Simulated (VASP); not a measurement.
## Co: single point with LDA

Co:

```
Co
1.0
     2.42738    0.00000    0.00000
    -1.21369    2.10217    0.00000
     0.00000    0.00000    3.92305
Co
2
Direct
  0.33333 0.66667 0.25000
  0.66667 0.33333 0.75000
```

```
Program                : VASP 6.6.1
Task                   : single point
Functional             : LDA
Potentials or basis    : VASP PAW LDA potentials, release 64 (Co)
Cutoff                 : 520 eV
k mesh                 : 15 × 15 × 8
Occupations            : fermi-dirac, width 0.3 eV
Spin                   : collinear spin, ferromagnetic start
Starting moments       : [1.558, 1.558] μB
Dipole correction      : no
Further INCAR settings : ALGO = Normal; EDIFF = 1e-06; NBANDS = 20
```

| Quantity | Value |
| --- | --- |
| Pressure | -5.8 GPa |
| Net moment | 0.95 μB per cell |
| Site moments | Co +0.47 μB |
| Valence electrons inside the program's atomic spheres | Co 8.45 |

Stress tensor (GPa, compression positive):
```
-5.42  0.00  0.00
 0.00 -5.42  0.00
 0.00  0.00 -6.52
```

Levels at points of the mesh, in eV from the Fermi level:
Spin up:
```tsv
k point	band 6	band 7	band 8	band 9	band 10	band 11	band 12	band 13	band 14	band 15
(0.00, 0.00, 0.00)	-1.80	-1.80	-1.39	-1.39	-0.09	-0.09	-0.08	7.44	22.64	25.99
(0.00, 0.00, 0.50)	-2.25	-2.25	-2.25	-0.45	-0.45	-0.45	-0.45	16.13	16.13	23.40
```
Spin down:
| k point | band 5 | band 6 | band 7 | band 8 | band 9 | band 10 | band 11 | band 12 |
| --- | --- | --- | --- | --- | --- | --- | --- | --- |
| (0.00, 0.00, 0.00) | -1.75 | -1.35 | -1.35 | -0.92 | -0.92 | -0.03 | 0.41 | 0.41 |
| (0.00, 0.00, 0.50) | -1.82 | -1.82 | -1.82 | -1.82 | 0.04 | 0.04 | 0.04 | 0.04 |

It took 50 s on 1 thread of Intel(R) Xeon(R) 6975P-C (Granite Rapids), on a shared host, peak memory 0.18 GiB.
